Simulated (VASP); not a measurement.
**CuAu3: single point with PBEsol**

The system is CuAu3.

```
Cu Au
1.0
     3.73580    0.00000    0.00000
     0.00000    4.03387    0.00000
     0.00000    0.00000    4.03387
Cu Au
1 3
Direct
  0.00000 0.00000 0.00000
  0.00000 0.50000 0.50000
  0.50000 0.00000 0.50000
  0.50000 0.50000 0.00000
```

This cell differs from its parent crystal: uniaxial strain along a: -6.0 %.

| Item | Value |
| --- | --- |
| Program | VASP 6.6.1 |
| Task | single point |
| Functional | PBEsol |
| Potentials or basis | VASP PAW PBE potentials, release 64 (Cu, Au) |
| Cutoff | 520 eV |
| k mesh | 14 × 14 × 14 |
| Occupations | gaussian, width 0.1 eV |
| Spin | no spin polarisation |
| Dipole correction | no |
| Further INCAR settings | ALGO = Fast; EDIFF = 1e-06; NBANDS = 30 |

```
Pressure               : 5.9 GPa
Band gap on the k mesh : zero (band 22 reaches 10.50 eV, above the bottom of band 23 at 8.38 eV)
```

Stress tensor (GPa, compression positive):
```
7.64 0.00 0.00
0.00 5.01 0.00
0.00 0.00 5.01
```

Levels at points of the mesh, in eV from the Fermi level:
| k point | band 20 | band 21 | band 22 | band 23 | band 24 | band 25 |
| --- | --- | --- | --- | --- | --- | --- |
| (0.00, 0.00, 0.00) | -1.35 | -1.35 | 0.41 | 0.41 | 1.87 | 5.51 |
| (0.50, 0.00, 0.00) | -2.12 | -1.83 | -1.66 | 4.85 | 5.14 | 6.05 |
| (0.00, 0.50, 0.00) | -1.97 | -1.45 | -1.40 | 5.36 | 5.45 | 5.83 |
| (0.50, 0.50, 0.00) | -2.23 | -0.64 | -0.06 | 0.19 | 0.20 | 8.15 |
| (0.00, 0.50, 0.50) | -2.33 | -1.03 | -0.49 | -0.44 | -0.44 | 9.28 |
| (0.50, 0.50, 0.50) | -1.57 | -1.31 | -1.26 | -1.26 | -1.24 | 3.12 |

Wall time 3.3 min on 1 thread of Intel(R) Xeon(R) 6975P-C (Granite Rapids), with other jobs on the host, peak memory 0.52 GiB.

Caveat: the cell differs from its parent crystal (uniaxial strain along a: -6.0 %); the PAW data sets were made with another functional, which shifts forces and pressure a little; spin-orbit coupling is left out, which moves the levels of the heavy elements.
